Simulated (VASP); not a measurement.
# BN (Cm) in VASP: further runs

The runs below take BN through single point, with PBEsol.

Everything below comes from runs of VASP 6.6.1. Logs are shortened: lines on timing, memory, paths and dates and some standing lists are left out, and cuts for length are marked.

**1. The cell of the first run**

The structure is monoclinic, space group Cm (No. 8). The conventional cell has a = 4.401 Å, b = 2.541 Å, c = 12.743 Å, α = 90.00°, β = 98.27°, γ = 90.00°. B (site symmetry m) has 4 N at 1.56 to 1.57 Å within 2.1 Å. Within 2.1 Å of B (site symmetry m) lie 4 N at 1.56 to 1.57 Å. B (site symmetry m) has 4 N at 1.56 to 1.57 Å within 2.1 Å. B (site symmetry m) has 5 N at 1.56 to 2.06 Å within 2.1 Å. Within 2.1 Å of B (site symmetry m) lie 4 N at 1.56 to 1.57 Å. B (site symmetry m) has 4 N at 1.56 to 1.57 Å within 2.1 Å. N (site symmetry m) has 4 B at 1.56 to 1.57 Å and 1 N at 2.13 Å within 2.2 Å. N (site symmetry m) has 4 B at 1.56 to 1.57 Å within 2.1 Å.

**2. Single point, PBEsol (the part above a cut slid along it)**

Input file INCAR:

```
PREC = Accurate
ENCUT = 600
EDIFF = 1E-6
ISMEAR = 0
SIGMA = 0.05
LREAL = False
LASPH = True
NELM = 120
ALGO = Normal
ISIF = 2
LWAVE = False
LCHARG = False
GGA = PS
NBANDS = 36
GGA_COMPAT = False
```

Input file KPOINTS:

```
Automatic mesh
0
Gamma
  10 10 2
```

Input file POSCAR:

```
BN
1.0
   -2.5410113134      0.0000000000      0.0000000000
   -1.2705056567     -2.2005803487      0.0000000000
   -2.2232578487     -1.2835985174     12.6098865131
B N
6 6
Direct
    0.5330651078      0.5330651078      0.2290443320
    0.3386317745      0.3386317745      0.5623776653
    0.1441984411      0.1441984411      0.8957109987
    0.2969484411      0.2969484411      0.0623776653
    0.1025151078      0.1025151078      0.3957109987
   -0.0919182255     -0.0919182255      0.7290443320
    0.6058737789      0.6058737789      0.1042223347
    0.4114404455      0.4114404455      0.4375556680
    0.2170071122      0.2170071122      0.7708890013
   -0.2135428878     -0.2135428878      0.9375556680
    0.1753237789      0.1753237789      0.2708890013
   -0.0191095545     -0.0191095545      0.6042223347
```

Potentials or basis: VASP PAW PBE potentials, release 64 (B, N).

Started as:

```sh
> cat potpaw_PBE.64/B/POTCAR potpaw_PBE.64/N/POTCAR > POTCAR
> mpirun -np 1 vasp_std > vasp.out
```

OUTCAR:

```text
PREC = Accurate
   ENCUT = 600
   EDIFF = 1E-6
   ISMEAR = 0
   LREAL = False
   LASPH = True
   NELM = 120
   ISIF = 2
   GGA = PS

 ion  position               nearest neighbor table
   1  0.533  0.533  0.229-  11 1.56  11 1.56  11 1.56   7 1.57
   2  0.339  0.339  0.562-  12 1.56  12 1.56  12 1.56   8 1.57
   3  0.144  0.144  0.896-  10 1.56  10 1.56  10 1.56   9 1.57
   4  0.297  0.297  0.062-   7 1.56   7 1.56   7 1.56
   5  0.103  0.103  0.396-   8 1.56   8 1.56   8 1.56  11 1.57
   6  0.908  0.908  0.729-   9 1.56   9 1.56   9 1.56  12 1.57
   7  0.606  0.606  0.104-   4 1.56   4 1.56   4 1.56   1 1.57
   8  0.411  0.411  0.438-   5 1.56   5 1.56   5 1.56   2 1.57
   9  0.217  0.217  0.771-   6 1.56   6 1.56   6 1.56   3 1.57
  10  0.786  0.786  0.938-   3 1.56   3 1.56   3 1.56
  11  0.175  0.175  0.271-   1 1.56   1 1.56   1 1.56   5 1.57
  12  0.981  0.981  0.604-   2 1.56   2 1.56   2 1.56   6 1.57

  LATTYP: Found a base centered monoclinic cell.
 ALAT       =     4.4011606974
 B/A-ratio  =     0.5773502692
 C/A-ratio  =     2.8952710475
 COS(beta)  =    -0.1439243488

  Lattice vectors:

 A1 = (  -2.5410113134,   0.0000000000,   0.0000000000)
 A2 = (  -1.2705056567,  -2.2005803487,   0.0000000000)
 A3 = (   1.5882591214,   0.9169818313,  12.6098865131)

Analysis of symmetry for initial positions (statically):
=====================================================================
 Subroutine PRICEL returns:
 Original cell was already a primitive cell.

 Routine SETGRP: Setting up the symmetry group for a
 base centered monoclinic supercell.

 Subroutine GETGRP returns: Found  2 space group operations
 (whereof  2 operations were pure point group operations)
 out of a pool of  4 trial point group operations.

The static configuration has the point symmetry C_1h.

Analysis of symmetry for dynamics (positions and initial velocities):
=====================================================================
 Subroutine PRICEL returns:
 Original cell was already a primitive cell.

 Routine SETGRP: Setting up the symmetry group for a
 base centered monoclinic supercell.

 Subroutine GETGRP returns: Found  2 space group operations
 (whereof  2 operations were pure point group operations)
 out of a pool of  4 trial point group operations.

The dynamic configuration has the point symmetry C_1h.

 Subroutine INISYM returns: Found  2 space group operations
 (whereof  2 operations are pure point group operations),
 and found     1 'primitive' translations

[... 125 lines left out ...]
   NELECT =      48.0000    total number of electrons
   NUPDOWN=      -1.0000    fix difference up-down
   EMIN   =  10.00;   EMAX   =-10.00  energy-range for DOS
   EFERMI =   0.00;   METHOD = LEGACY
   ISMEAR =     0;   SIGMA  =   0.05  broadening in eV -4-tet -1-fermi 0-gaus
   EFERMI_NEDOS =   21; number of points for ismear=-14 and -15
   IALGO  =     38    algorithm
   IMIX   =      4    mixing-type and parameters
     AMIX     =   0.40;   BMIX     =  1.00
     AMIX_MAG =   1.60;   BMIX_MAG =  1.00
  volume/ion in A,a.u.               =       5.88        39.65
  Fermi-wavevector in a.u.,A,eV,Ry     =   1.440136  2.721463 28.218379  2.073992
  Thomas-Fermi vector in A             =   2.558914
   LORBIT       =      0    0 simple, 1 ext, 2 COOP (PROOUT), +10 PAW based schemes
   GGA     = PS    functional components
   LHFCALC =     F    Hartree Fock is set to
   AEXX    =    0.0000 exact exchange contribution
   IVDW    =     0    specifies the selected vdW correction
   LEPSILON=     F    determine dielectric tensor
   LRPA    =     F    only Hartree local field effects (RPA)
 non-spin polarized calculation
 Gauss-broadening in eV      SIGMA  =   0.05
  energy-cutoff  :      600.00
  volume of cell :       70.51
 maximum number of plane-waves:      2378
   NGX = 11   NGY = 11   NGZ = 51

 number of electron      47.9999997 magnetization

 Free energy of the ion-electron system (eV)
  ---------------------------------------------------
  ext. energy  EPLUGINS =         0.00000000
  ---------------------------------------------------
  free energy    TOTEN  =      -106.52338634 eV

  energy without entropy =     -106.52338634  energy(sigma->0) =     -106.52338634

 E-fermi :   8.3337     XC(G=0): -13.0603

 val. band max:        8.0189000180   @ k =   0.1000   0.0000  -0.0000
 cond. band min:      10.3366829983   @ k =   0.5000   0.0000   0.5000
 fundamental gap:      2.3177829803
 Fermi energy:         8.3337003162

 k-point     1 :       0.0000    0.0000    0.0000
  band No.  band energies     occupation
      1     -13.0172      2.00000
      2     -12.2688      2.00000
      3     -12.0201      2.00000
      4     -10.3972      2.00000
      5     -10.1737      2.00000
      6      -8.5003      2.00000
[... 925 lines left out ...]
     35      19.0181      0.00000
     36      19.7022      0.00000

 [... further k-points ...]

------------------------ aborting loop because EDIFF is reached ----------------------------------------

  FORCE on cell =-STRESS in cart. coord.  units (eV):
  Direction    XX          YY          ZZ          XY          YZ          ZX
  --------------------------------------------------------------------------------------
  -------------------------------------------------------------------------------------
  Total       -1.2780231     -3.2994305      8.8815889      1.7505902      2.3186171      4.0159629
  in kB      -29.0398439    -74.9712171    201.8116545     39.7777360     52.6847111     91.2526039
  external PRESSURE =      32.6001978 kB  Pullay stress =       0.0000000 kB

 VOLUME and BASIS-vectors are now :
 -----------------------------------------------------------------------------
  energy-cutoff  :      600.00
  volume of cell :       70.51
      direct lattice vectors                 reciprocal lattice vectors
    -2.541011313  0.000000000  0.000000000    -0.393544096  0.227212790 -0.046257355
    -1.270505657 -2.200580349  0.000000000     0.000000000 -0.454425579 -0.046257355
    -2.223257849 -1.283598517 12.609886513     0.000000000  0.000000000  0.079302855

 POSITION                                       TOTAL-FORCE (eV/Angst)
 -----------------------------------------------------------------------------------
     -2.54101     -1.46705      2.88822         0.268648      0.155104      0.542641
     -2.54101     -1.46705      7.09152        -0.000701     -0.000405      0.192514
     -2.54101     -1.46705     11.29481         0.427317      0.246711     -0.138455
     -1.27051     -0.73353      0.78658         0.608599      0.351375      1.243656
     -1.27051     -0.73353      4.98987         0.018693      0.010792      0.198238
     -5.08202     -2.93411      9.19317        -0.014114     -0.008148      0.209814
     -2.54101     -1.46705      1.31423         0.799120      0.461372      1.984917
     -2.54101     -1.46705      5.51753         0.003394      0.001960     -0.194448
     -2.54101     -1.46705      9.72082        -0.113921     -0.065772     -0.467292
     -5.08202     -2.93411     11.82247        -2.042274     -1.179108     -3.169731
     -1.27051     -0.73353      3.41588         0.045937      0.026522     -0.197604
     -5.08202     -2.93411      7.61918        -0.000698     -0.000403     -0.204250
 -----------------------------------------------------------------------------------
    total drift:                                0.000009      0.000005     -0.000019

  FREE ENERGIE OF THE ION-ELECTRON SYSTEM (eV)
  ---------------------------------------------------
  free  energy   TOTEN  =      -106.5233863374 eV

  energy  without entropy=     -106.5233863374  energy(sigma->0) =     -106.52338634
```

OSZICAR:

```text
N       E                     dE             d eps       ncg     rms          rms(c)
DAV:   1     0.201519218886E+03    0.20152E+03   -0.27786E+04  4464   0.147E+03
DAV:   2    -0.100098008606E+03   -0.30162E+03   -0.28470E+03  5688   0.340E+02
DAV:   3    -0.112499167596E+03   -0.12401E+02   -0.12317E+02  5896   0.677E+01
DAV:   4    -0.112618300910E+03   -0.11913E+00   -0.11887E+00  5816   0.671E+00
DAV:   5    -0.112620145217E+03   -0.18443E-02   -0.18426E-02  5816   0.751E-01    0.164E+01
DAV:   6    -0.107097281930E+03    0.55229E+01   -0.13863E+01  5592   0.191E+01    0.764E+00
DAV:   7    -0.106646955895E+03    0.45033E+00   -0.89966E-01  6048   0.585E+00    0.461E+00
DAV:   8    -0.106529374528E+03    0.11758E+00   -0.25723E-01  5724   0.286E+00    0.558E-01
DAV:   9    -0.106523367396E+03    0.60071E-02   -0.29159E-02  5592   0.109E+00    0.286E-01
DAV:  10    -0.106523355654E+03    0.11742E-04   -0.28750E-03  6036   0.325E-01    0.165E-01
DAV:  11    -0.106523392387E+03   -0.36733E-04   -0.77339E-04  5656   0.161E-01    0.417E-02
DAV:  12    -0.106523384542E+03    0.78452E-05   -0.84393E-05  5784   0.581E-02    0.166E-02
DAV:  13    -0.106523385704E+03   -0.11626E-05   -0.12091E-05  5936   0.233E-02    0.761E-03
DAV:  14    -0.106523386337E+03   -0.63301E-06   -0.18929E-06  3672   0.944E-03
   1 F= -.10652339E+03 E0= -.10652339E+03  d E =-.352711E-20
```

stdout:

```text
POSCAR found type information on POSCAR B N
 POSCAR found :  2 types and      12 ions
 scaLAPACK will be used
 -----------------------------------------------------------------------------
|                                                                             |
|                                                                             |
|     You enforced a specific xc type in the INCAR file but a different       |
|     I HOPE YOU KNOW WHAT YOU ARE DOING!                                     |
|                                                                             |
 -----------------------------------------------------------------------------

 LDA part: xc-table for (Slater+PW92), standard interpolation
 POSCAR, INCAR and KPOINTS ok, starting setup
 FFT: planning ... GRIDC
 FFT: planning ... GRID_SOFT
 FFT: planning ... GRID
 WAVECAR not read
 entering main loop
```

Wall time 4.7 min (1 thread of Oxide Virtual Turin-like, shared host); peak memory 0.24 GiB.

Results:

```
Free energy            : -106.5234 eV
Pressure               : 3.3 GPa
Largest force          : 3.951 eV/Å
Band gap on the k mesh : 2.32 eV (least direct gap 3.06 eV)
```

Forces on the atoms (eV/Å):
```
B    0.269  0.155  0.543
B   -0.001  0.000  0.193
B    0.427  0.247 -0.138
B    0.609  0.351  1.244
B    0.019  0.011  0.198
B   -0.014 -0.008  0.210
N    0.799  0.461  1.985
N    0.003  0.002 -0.194
N   -0.114 -0.066 -0.467
N   -2.042 -1.179 -3.170
N    0.046  0.027 -0.198
N   -0.001  0.000 -0.204
```

Caveat: the cell differs from its parent crystal (the part above a cut slid along it); the stress differs along the axes, from -7 to 20 GPa; the PAW data sets were made with another functional, which shifts forces and pressure a little. A k mesh can miss the band edges.

**3. Single point, PBEsol (the part above a cut slid along it)**

Input file INCAR:

```
ALGO = Normal
EDIFF = 1E-6
ENCUT = 600
GGA = PS
GGA_COMPAT = False
ISIF = 2
ISMEAR = 0
LASPH = True
LCHARG = True
LELF = True
LREAL = False
LVHAR = True
LWAVE = False
NBANDS = 36
NELM = 120
PREC = Accurate
SIGMA = 0.05
```

Input file KPOINTS:

```
k-points
0
Gamma
  10 10 2
```

Input file POSCAR:

```
BN
1.0
   -2.5410113134      0.0000000000      0.0000000000
   -1.2705056567     -2.2005803487      0.0000000000
   -2.8586377276     -1.6504352615     12.6098865131
B N
6 6
Direct
    0.4948834177      0.4948834177      0.2290443320
    0.2448834177      0.2448834177      0.5623776653
   -0.0051165823     -0.0051165823      0.8957109987
    0.2865500843      0.2865500843      0.0623776653
    0.0365500843      0.0365500843      0.3957109987
   -0.2134499157     -0.2134499157      0.7290443320
    0.5884999157      0.5884999157      0.1042223347
    0.3384999157      0.3384999157      0.4375556680
    0.0884999157      0.0884999157      0.7708890013
   -0.3698334177     -0.3698334177      0.9375556680
    0.1301665823      0.1301665823      0.2708890013
   -0.1198334177     -0.1198334177      0.6042223347
```

Potentials or basis: VASP PAW PBE potentials, release 64 (B, N).

Started as:

```sh
> cat potpaw_PBE.64/B/POTCAR potpaw_PBE.64/N/POTCAR > POTCAR
> mpirun -np 1 vasp_std > vasp.out
```

It took 5 min on 1 thread of Oxide Virtual Turin-like, shared host; peak memory 0.24 GiB.

It converged, with:

| Item | Value |
| --- | --- |
| Free energy | -106.7956 eV |
| Pressure | 2.9 GPa |
| Largest force | 4.774 eV/Å |
| Band gap on the k mesh | 2.61 eV (least direct gap 3.55 eV) |

Forces in eV/Å, atoms in the order of the input:
```
B   -0.288 -0.166  0.504
B    0.001  0.001  0.177
B   -0.255 -0.147 -0.134
B   -2.075 -1.198  1.126
B   -0.014 -0.008  0.183
B    0.032  0.019  0.189
N   -0.853 -0.492  1.762
N   -0.003 -0.002 -0.177
N    0.179  0.103 -0.417
N    3.318  1.916 -2.849
N   -0.045 -0.026 -0.176
N    0.003  0.002 -0.187
```

Stress tensor (GPa, compression positive):
```
 -6.25  -2.59 -15.38
 -2.59  -3.26  -8.88
-15.38  -8.88  18.30
```

Levels at points of the mesh, in eV from the valence-band top:
```csv
k point,band 22,band 23,band 24,band 25,band 26,band 27
"(0.00, 0.00, 0.00)",-0.37,-0.30,0.00,6.55,7.72,7.75
"(0.50, 0.00, 0.00)",-3.37,-2.53,-1.66,3.61,5.47,6.23
"(0.50, 0.50, 0.00)",-3.33,-2.45,-0.98,2.64,5.56,6.24
"(0.00, 0.00, 0.50)",-0.59,-0.28,-0.25,6.61,7.68,7.71
"(0.50, 0.00, 0.50)",-3.06,-2.62,-1.57,3.54,5.42,6.16
"(0.50, 0.50, 0.50)",-2.96,-2.57,-0.94,2.61,5.53,6.19
```

Caveat: the cell differs from its parent crystal (the part above a cut slid along it); the stress differs along the axes, from -6 to 18 GPa; the PAW data sets were made with another functional, which shifts forces and pressure a little. A k mesh can miss the band edges.
